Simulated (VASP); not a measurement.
Set up this calculation in VASP 6.6.1, as the native input.

* Task: single point
* Functional: PBE
* Potentials or basis: VASP PAW PBE potentials, release 64 (Ni, Sb)
* Cutoff: 520 eV
* k mesh: 6 × 6 × 4
* Occupations: gaussian, width 0.1 eV
* Spin: no spin polarisation
* Hubbard terms: Ni d U = 7.7 eV
* Dipole correction: no
* Further INCAR settings: ALGO = Normal; EDIFF = 1e-07; NBANDS = 23

The structure of NiSb lies in POSCAR:

```
NiSb
1.0
    3.9399999606      0.0000000000      0.0000000000
   -1.9699999803      3.4121400568      0.0000000000
    0.0000000000      0.0000000000      5.1400000000
Ni Sb
2 2
Direct
    0.0000000000      0.0000000000      0.0000000000
    0.0000000000      0.0000000000      0.5000000000
    0.3333333333      0.6666666667      0.2500000000
    0.6666666667      0.3333333333      0.7500000000
```

The input as run:

INCAR

```
SYSTEM = NiSb
ALGO     = Normal         ! electronic algorithm
EDIFF    = 1E-7           ! SCF threshold, eV
ENCUT    = 520            ! plane-wave cutoff, eV
GGA      = PE             ! functional
ISIF     = 2              ! what is computed and relaxed
ISMEAR   = 0              ! smearing method
LASPH    = .True.         ! aspherical terms in the spheres
LCHARG   = .False.        ! write CHGCAR
LDAU     = .True.         ! DFT+U
LDAUJ    = 0 0          
LDAUL    = 2 -1           ! shell
LDAUPRINT= 1            
LDAUTYPE = 2            
LDAUU    = 7.7 0          ! U, eV
LMAXMIX  = 4              ! l up to which the mixer works
LREAL    = .False.        ! projectors in reciprocal space
LWAVE    = .False.        ! write WAVECAR
NBANDS   = 23             ! bands
NELM     = 150            ! most SCF steps
PREC     = Accurate       ! precision mode
SIGMA    = 0.1            ! smearing width, eV
```

KPOINTS

```
k-points
0
Gamma
  6 6 4
  0 0 0
```

Potentials or basis: VASP PAW PBE potentials, release 64 (Ni, Sb).

Command:

```sh
$ cat potpaw_PBE.64/Ni/POTCAR potpaw_PBE.64/Sb/POTCAR > POTCAR
$ mpirun -np 1 vasp_std > vasp.out
```

Results of the run:

```yaml
Pressure: -4.3 GPa
Band_gap_on_the_k_mesh: zero (bands 15 and 16 overlap by 4.01 eV)
```

Caveat: the cell stands under tension; spin-orbit coupling is left out, which moves the levels of the heavy elements; U without spin polarisation on a metal has little footing; the U is typed as a test and isn't derived for this compound.

It took 24 s on 1 thread of AMD EPYC 9R45 96-Core Processor (Zen 5), on a shared host, peak memory 0.16 GiB.
